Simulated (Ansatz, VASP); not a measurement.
**One calculation of H5CCl, two programs**

```xyz
35
Lattice="8.5590 0.0000 0.0000 0.0000 8.5590 0.0000 0.0000 0.0000 8.5590" Properties=species:S:1:pos:R:3 pbc="T T T"
C     4.2000    0.1424    2.5363
C     2.2906    4.5394    0.8208
C     7.0853    7.0332    7.8402
C     8.9740    0.7667    1.8062
C     6.2333    2.4099    4.7966
H     4.8514   -0.4957    3.1427
H     3.3691   -0.4504    2.1393
H     4.7761    0.5682    1.7078
H     3.8093    0.9560    3.1575
H     2.7156    5.2138    1.5725
H     2.2434    3.5300    1.2483
H     2.9388    4.5420   -0.0633
H     1.2857    4.8912    0.5572
H     8.1624    7.2087    7.7391
H     6.5791    7.3629    6.9256
H     6.7057    7.6003    8.6971
H     6.9006    5.9655    7.9988
H     9.2746    0.5848    0.7686
H     7.8950    0.9444    1.8405
H     9.4994    1.6471    2.1938
H     9.2238   -0.1078    2.4157
H     7.0266    2.1215    4.0978
H     5.6602    1.5197    5.0780
H     5.5705    3.1367    4.3122
H     6.6765    2.8588    5.6916
H     1.3614    2.9246    7.7488
H     7.2063    4.1699    2.0081
H     2.6294    0.7803    6.7863
H     2.9300    6.7389    5.7012
H     9.2582    5.6599    4.1052
Cl    1.0447    2.3043    6.6538
Cl    6.5574    3.5702    1.0541
Cl    3.5831   -0.1052    6.9653
Cl    2.7845    5.5870    5.0827
Cl    8.0679    5.8268    3.5805
```

Alike in both runs: functional PBE; dispersion D3(BJ); k mesh 1 × 1 × 1; occupations fermi-dirac, width 0.05 eV; no spin polarisation.

Ansatz relaxed the structure, and its values are those at the end. VASP's run is a single point on that final structure, the one shown.

|  | VASP | Ansatz |
| --- | --- | --- |
| version | VASP 6.6.1 | Ansatz 0.2.0 |
| potentials or method | VASP PAW PBE potentials, release 64 (C_h, H_h, Cl), cutoff 1000 eV | scalar-relativistic, plane waves, PAW |
| valence electrons in the cell | 80 | 80 |

Ansatz gave:

| Quantity | Value |
| --- | --- |
| rms of the force components (eV/Å) | 0.015 |

Q: Which values does VASP return?

A: rms of the force components (eV/Å): 0.046.
